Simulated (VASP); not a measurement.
Input of a VASP 6.6.1 run:

Contents of INCAR:

```
PREC = Accurate ; ENCUT = 520
EDIFF = 1E-7 ; ISMEAR = 0
SIGMA = 0.02 ; LREAL = F
LASPH = T ; NELM = 80
ALGO = Normal ; ISIF = 2
LWAVE = F ; LCHARG = F
GGA = PE ; NBANDS = 20
```

Contents of KPOINTS:

```
regular mesh
0
Gamma
  12 12 4
```

The input POSCAR:

```
SnSe2
1.0
    3.8717475320      0.0000000000      0.0000000000
   -1.9358737660      3.3530317198      0.0000000000
    0.0000000000      0.0000000000      6.9880755932
Sn Se
1 2
Direct
    0.0000000000      0.0000000000      0.0000000000
    0.3333333333      0.6666666667      0.2281475590
    0.6666666667      0.3333333333      0.7718524410
```

Potentials or basis: VASP PAW PBE potentials, release 64 (Sn_d, Se).

The run is started by

```sh
$ cat potpaw_PBE.64/Sn_d/POTCAR potpaw_PBE.64/Se/POTCAR > POTCAR
$ mpirun -np 1 vasp_std > vasp.out
```

(1) What does it give for the pressure?

(2) What does it give for the largest force?

(3) What does it give for the band gap on the k mesh?

Answers

(1) 0.1 GPa.

(2) 0.016 eV/Å.

(3) 0.70 eV (least direct gap 1.08 eV).

Caveat: semilocal functionals underestimate gaps, and a narrow one can read as zero; spin-orbit coupling is left out, which moves the levels of the heavy elements; this functional lacks dispersion, which binds layers or chains, so the pressure and a relaxed spacing across them are unreliable.
